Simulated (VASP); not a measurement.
# Sr (P6_3/mmc) in VASP: further runs

The runs below take Sr through single point, with PBE.

Program: VASP 6.6.1. These are calculated values, not measurements. Logs are shortened: lines on timing, memory, paths and dates and some standing lists are left out, and cuts for length are marked.

## (1) The cell of the first run

Symmetry: P6_3/mmc, No. 194, hexagonal system. Conventional cell: a = 4.252 Å, b = 4.252 Å, c = 6.955 Å, α = 90.00°, β = 90.00°, γ = 120.00°. Sr (site symmetry -6m2) has 12 Sr at 4.25 to 4.26 Å within 5.6 Å.

## (2) Single point, PBE (volume scaled by 0.96)

The input, INCAR:

```
SYSTEM = Sr
PREC     = Accurate       ! precision mode
ENCUT    = 520            ! plane-wave cutoff, eV
EDIFF    = 1E-7           ! SCF threshold, eV
ISMEAR   = -1             ! smearing method
SIGMA    = 0.08           ! smearing width, eV
LREAL    = .False.        ! projectors in reciprocal space
LASPH    = .True.         ! aspherical terms in the spheres
NELM     = 60             ! most SCF steps
ALGO     = Normal         ! electronic algorithm
ISIF     = 2              ! what is computed and relaxed
LWAVE    = .False.        ! write WAVECAR
LCHARG   = .False.        ! write CHGCAR
GGA      = PE             ! functional
NBANDS   = 17             ! bands
```

The input, KPOINTS:

```
regular mesh
0
Gamma
  10 10 5
  0 0 0
```

The input, POSCAR:

```
Sr
1.0
    4.2517498339      0.0000000000      0.0000000000
   -2.1258749170      3.6821233666      0.0000000000
    0.0000000000      0.0000000000      6.9547180496
Sr
2
Direct
    0.3333333333      0.6666666667      0.2500000000
    0.6666666667      0.3333333333      0.7500000000
```

Potentials or basis: VASP PAW PBE potentials, release 64 (Sr_sv).

Command:

```bash
> cat potpaw_PBE.64/Sr_sv/POTCAR > POTCAR
> mpirun -np 1 vasp_std > vasp.out
```

OUTCAR:

```text
SYSTEM = Sr
   PREC = Accurate
   ENCUT = 520
   EDIFF = 1E-7
   ISMEAR = -1
   LREAL = .False.
   LASPH = .True.
   NELM = 60
   ISIF = 2
   GGA = PE

 ion  position               nearest neighbor table
   1  0.333  0.667  0.250-   2 4.26   2 4.26   2 4.26   2 4.26   2 4.26   2 4.26
   2  0.667  0.333  0.750-   1 4.26   1 4.26   1 4.26   1 4.26   1 4.26   1 4.26

  LATTYP: Found a hexagonal cell.
 ALAT       =     4.2517498339
 C/A-ratio  =     1.6357307747

  Lattice vectors:

 A1 = (   4.2517498339,   0.0000000000,   0.0000000000)
 A2 = (  -2.1258749170,   3.6821233666,   0.0000000000)
 A3 = (   0.0000000000,   0.0000000000,   6.9547180496)

Analysis of symmetry for initial positions (statically):
=====================================================================
 Subroutine PRICEL returns:
 Original cell was already a primitive cell.

 Routine SETGRP: Setting up the symmetry group for a
 hexagonal supercell.

 Subroutine GETGRP returns: Found 24 space group operations
 (whereof 12 operations were pure point group operations)
 out of a pool of 24 trial point group operations.

The static configuration has the point symmetry D_3d.
 The point group associated with its full space group is D_6h.

Analysis of symmetry for dynamics (positions and initial velocities):
=====================================================================
 Subroutine PRICEL returns:
 Original cell was already a primitive cell.

 Routine SETGRP: Setting up the symmetry group for a
 hexagonal supercell.

 Subroutine GETGRP returns: Found 24 space group operations
 (whereof 12 operations were pure point group operations)
 out of a pool of 24 trial point group operations.

The dynamic configuration has the point symmetry D_3d.
 The point group associated with its full space group is D_6h.

 Subroutine INISYM returns: Found 24 space group operations
 (whereof 12 operations are pure point group operations),
 and found     1 'primitive' translations

----------------------------------------------------------------------------------------

                                     Primitive cell

  volume of cell :     108.8794

  direct lattice vectors                    reciprocal lattice vectors
     4.251749834  0.000000000  0.000000000     0.235197281  0.135791213  0.000000000
    -2.125874917  3.682123367  0.000000000     0.000000000  0.271582427  0.000000000
     0.000000000  0.000000000  6.954718050     0.000000000  0.000000000  0.143787281

  length of vectors
     4.251749834  4.251749834  6.954718050     0.271582427  0.271582427  0.143787281

  position of ions in fractional coordinates (direct lattice)
     0.333333333  0.666666667  0.250000000
     0.666666667  0.333333333  0.750000000

  ion indices of the primitive-cell ions
   primitive index   ion index
                 1           1
                 2           2

----------------------------------------------------------------------------------------

 KPOINTS: regular mesh

Automatic generation of k-mesh.
 Grid dimensions read from file:
 generate k-points for:   10   10    5

 Generating k-lattice:

  Cartesian coordinates                     Fractional coordinates (reciprocal lattice)
     0.023519728  0.013579121  0.000000000     0.100000000  0.000000000  0.000000000
     0.000000000  0.027158243  0.000000000     0.000000000  0.100000000  0.000000000
     0.000000000  0.000000000  0.028757456     0.000000000  0.000000000  0.200000000

  Length of vectors
     0.027158243  0.027158243  0.028757456

  Shift w.r.t. Gamma in fractional coordinates (k-lattice)
     0.000000000  0.000000000  0.000000000

 Subroutine IBZKPT returns following result:
 ===========================================

 Found     42 irreducible k-points:

 Following reciprocal coordinates:
            Coordinates               Weight
  0.000000  0.000000  0.000000      1.000000
  0.100000  0.000000  0.000000      6.000000
  0.200000  0.000000  0.000000      6.000000
  0.300000  0.000000  0.000000      6.000000
  0.400000  0.000000  0.000000      6.000000
  0.500000  0.000000  0.000000      3.000000
[... 16 lines left out ...]
  0.300000  0.100000  0.200000     24.000000
  0.400000  0.100000  0.200000     24.000000
 [... further k-points ...]
   k-points           NKPTS =     42   k-points in BZ     NKDIM =     42   number of bands    NBANDS=     17
   number of dos      NEDOS =    301   number of ions     NIONS =      2
   total plane-waves  NPLWV =  55296
   dimension x,y,z NGX =    32 NGY =   32 NGZ =   54
   dimension x,y,z NGXF=    64 NGYF=   64 NGZF=  108
   ions per type =               2
   NGX,Y,Z   is equivalent  to a cutoff of  12.51, 12.51, 12.91 a.u.
   NGXF,Y,Z  is equivalent  to a cutoff of  25.02, 25.02, 25.82 a.u.
 SYSTEM =  Sr
   PREC   = accura    normal or accurate (medium, high low for compatibility)
   ISTART =      0    job   : 0-new  1-cont  2-samecut
   ICHARG =      2    charge: 1-file 2-atom 10-const
   ISPIN  =      1    spin polarized calculation?
   LNONCOLLINEAR =      F non collinear calculations
   LSORBIT =      F    spin-orbit coupling
   LASPH  =      T    aspherical Exc in radial PAW
   ENCUT  =  520.0 eV  38.22 Ry    6.18 a.u.   7.91  7.91 12.93*2*pi/ulx,y,z
   NELM   =     60;   NELMIN=  2; NELMDL= -5     # of ELM steps
   EDIFF  = 0.1E-06   stopping-criterion for ELM
   LREAL  =      F    real-space projection
   EDIFFG = 0.1E-05   stopping-criterion for IOM
   NSW    =      0    number of steps for IOM
   IBRION =     -1    ionic relax: 0-MD 1-quasi-New 2-CG
   NFREE  =      0    steps in history (QN), initial steepest desc. (CG)
   ISIF   =      2    stress and relaxation
   ISYM   =      2    0-nonsym 1-usesym 2-fastsym
   POTIM  = 0.5000    time-step for ionic-motion
   TEBEG  =    0.0;   TEEND  =   0.0 temperature during run
   PSTRESS=    0.0 pullay stress
   NELECT =      20.0000    total number of electrons
   NUPDOWN=      -1.0000    fix difference up-down
   EMIN   =  10.00;   EMAX   =-10.00  energy-range for DOS
   EFERMI =   0.00;   METHOD = LEGACY
   ISMEAR =    -1;   SIGMA  =   0.08  broadening in eV -4-tet -1-fermi 0-gaus
   EFERMI_NEDOS =   21; number of points for ismear=-14 and -15
   IALGO  =     38    algorithm
   IMIX   =      4    mixing-type and parameters
     AMIX     =   0.40;   BMIX     =  1.00
     AMIX_MAG =   1.60;   BMIX_MAG =  1.00
  volume/ion in A,a.u.               =      54.44       367.38
  Fermi-wavevector in a.u.,A,eV,Ry     =   0.930614  1.758606 11.783226  0.866043
  Thomas-Fermi vector in A             =   2.057021
   LORBIT       =      0    0 simple, 1 ext, 2 COOP (PROOUT), +10 PAW based schemes
   GGA     = PE    functional components
   LHFCALC =     F    Hartree Fock is set to
   AEXX    =    0.0000 exact exchange contribution
   IVDW    =     0    specifies the selected vdW correction
   LEPSILON=     F    determine dielectric tensor
   LRPA    =     F    only Hartree local field effects (RPA)
 non-spin polarized calculation
  energy-cutoff  :      520.00
  volume of cell :      108.88
 maximum number of plane-waves:      2947
 NGX is ok and might be reduce to    32
   NGX = 15   NGY = 15   NGZ = 25

 number of electron      20.0000000 magnetization

 Free energy of the ion-electron system (eV)
  ---------------------------------------------------
  ext. energy  EPLUGINS =         0.00000000
  ---------------------------------------------------
  free energy    TOTEN  =        -3.29525467 eV

  energy without entropy =       -3.23517953  energy(sigma->0) =       -3.26521710

 E-fermi :   1.6228     XC(G=0):  -7.3806

 val. band max:        1.6219854544   @ k =   0.3000   0.3000   0.0000
 cond. band min:       1.6349128386   @ k =   0.3000   0.0000   0.0000
 fundamental gap:      0.0129273842
 Fermi energy:         1.6227983159

 k-point     1 :       0.0000    0.0000    0.0000
  band No.  band energies     occupation
      1     -34.9713      2.00000
      2     -34.9568      2.00000
      3     -17.0568      2.00000
      4     -16.8870      2.00000
      5     -16.8870      2.00000
      6     -16.8594      2.00000
[... 9 lines left out ...]
     16       4.3465      0.00000
     17       4.8714      0.00000

 k-point     2 :       0.1000    0.0000    0.0000
  band No.  band energies     occupation
      1     -34.9701      2.00000
      2     -34.9562      2.00000
      3     -17.0503      2.00000
      4     -16.9018      2.00000
      5     -16.8917      2.00000
      6     -16.8748      2.00000
[... 9 lines left out ...]
     16       4.4837      0.00000
     17       4.6034      0.00000

 k-point     3 :       0.2000    0.0000    0.0000
  band No.  band energies     occupation
      1     -34.9667      2.00000
      2     -34.9547      2.00000
      3     -17.0323      2.00000
      4     -16.9409      2.00000
      5     -16.9143      2.00000
      6     -16.9036      2.00000
[... 9 lines left out ...]
     16       4.4566      0.00000
     17       4.5331      0.00000

 k-point     4 :       0.3000    0.0000    0.0000
  band No.  band energies     occupation
      1     -34.9623      2.00000
      2     -34.9530      2.00000
      3     -17.0068      2.00000
      4     -16.9894      2.00000
      5     -16.9616      2.00000
      6     -16.9178      2.00000
[... 9 lines left out ...]
     16       4.9912      0.00000
     17       5.0781      0.00000
[... 343 lines left out ...]
      1     -34.9629      2.00000
      2     -34.9545      2.00000
      3     -17.0139      2.00000
      4     -16.9602      2.00000
      5     -16.9491      2.00000
      6     -16.9112      2.00000
[... 9 lines left out ...]
     16       4.7009      0.00000
     17       5.0269      0.00000

 k-point    23 :       0.3000    0.1000    0.2000
  band No.  band energies     occupation
      1     -34.9590      2.00000
      2     -34.9530      2.00000
      3     -17.0235      2.00000
      4     -16.9968      2.00000
      5     -16.9606      2.00000
      6     -16.9266      2.00000
[... 9 lines left out ...]
     16       5.0674      0.00000
     17       5.5759      0.00000

 k-point    24 :       0.4000    0.1000    0.2000
  band No.  band energies     occupation
      1     -34.9562      2.00000
      2     -34.9523      2.00000
      3     -17.0438      2.00000
      4     -17.0175      2.00000
      5     -16.9537      2.00000
      6     -16.9323      2.00000
[... 9 lines left out ...]
     16       5.4842      0.00000
     17       5.7901      0.00000

 [... further k-points ...]

------------------------ aborting loop because EDIFF is reached ----------------------------------------

  FORCE on cell =-STRESS in cart. coord.  units (eV):
  Direction    XX          YY          ZZ          XY          YZ          ZX
  --------------------------------------------------------------------------------------
  -------------------------------------------------------------------------------------
  Total        0.0979170      0.0979170      0.1901162     -0.0000000     -0.0000000      0.0000000
  in kB        1.4408647      1.4408647      2.7975899     -0.0000000     -0.0000000      0.0000000
  external PRESSURE =       1.8931064 kB  Pullay stress =       0.0000000 kB

 VOLUME and BASIS-vectors are now :
 -----------------------------------------------------------------------------
  energy-cutoff  :      520.00
  volume of cell :      108.88
      direct lattice vectors                 reciprocal lattice vectors
     4.251749834  0.000000000  0.000000000     0.235197281  0.135791213  0.000000000
    -2.125874917  3.682123367  0.000000000     0.000000000  0.271582427  0.000000000
     0.000000000  0.000000000  6.954718050     0.000000000  0.000000000  0.143787281

 POSITION                                       TOTAL-FORCE (eV/Angst)
 -----------------------------------------------------------------------------------
     -0.00000      2.45475      1.73868         0.000000      0.000000      0.000000
      2.12587      1.22737      5.21604         0.000000     -0.000000      0.000000
 -----------------------------------------------------------------------------------
    total drift:                               -0.000000      0.000000     -0.000000

  FREE ENERGIE OF THE ION-ELECTRON SYSTEM (eV)
  ---------------------------------------------------
  free  energy   TOTEN  =        -3.2952546690 eV

  energy  without entropy=       -3.2351795281  energy(sigma->0) =       -3.26521710
```

Run time: 62 s. Hardware: 1 thread of Intel Xeon 6975P-C, shared host; peak memory 0.26 GiB.

What came out:

- Free energy: -3.2953 eV
- Pressure: 0.2 GPa
- Band gap on the k mesh: zero (band 10 reaches 1.75 eV, above the bottom of band 11 at 1.62 eV)

## (3) Single point, PBE (volume scaled by 0.98)

The input, INCAR:

```
  PREC = Accurate
  ENCUT = 520
  EDIFF = 1E-6
  ISMEAR = -1
  SIGMA = 0.08
  LREAL = False
  LASPH = True
  NELM = 80
  ALGO = Normal
  ISIF = 2
  LWAVE = False
  LCHARG = False
  GGA = PE
  NBANDS = 17
```

The input, KPOINTS:

```
regular mesh
0
Gamma
  10 10 5
```

The input, POSCAR:

```
Sr
1.0
    4.2810731731      0.0000000000      0.0000000000
   -2.1405365866      3.7075181234      0.0000000000
    0.0000000000      0.0000000000      7.0026831381
Sr
2
Direct
    0.3333333333      0.6666666667      0.2500000000
    0.6666666667      0.3333333333      0.7500000000
```

Potentials or basis: VASP PAW PBE potentials, release 64 (Sr_sv).

Command:

```bash
> cat potpaw_PBE.64/Sr_sv/POTCAR > POTCAR
> mpirun -np 1 vasp_std > vasp.out
```

It took 53 s on 1 thread of Intel Xeon 6975P-C, shared host; peak memory 0.26 GiB.

Results (log left out):

| Quantity | Value |
| --- | --- |
| Free energy | -3.2963 eV |
| Pressure | -0.1 GPa |
| Band gap on the k mesh | zero (band 10 reaches 1.68 eV, above the bottom of band 11 at 1.55 eV) |

Stress tensor (GPa, compression positive):
```
-0.10  0.00  0.00
 0.00 -0.10  0.00
 0.00  0.00  0.04
```

Levels at points of the mesh, in eV from the Fermi level:
```csv
k point,band 6,band 7,band 8,band 9,band 10,band 11,band 12,band 13,band 14,band 15
"(0.00, 0.00, 0.00)",-18.53,-18.53,-18.52,-3.64,-1.13,0.04,2.29,2.29,2.29,2.69
"(0.50, 0.00, 0.00)",-18.60,-18.57,-18.55,-1.11,-0.54,0.08,0.25,1.30,1.87,2.19
```
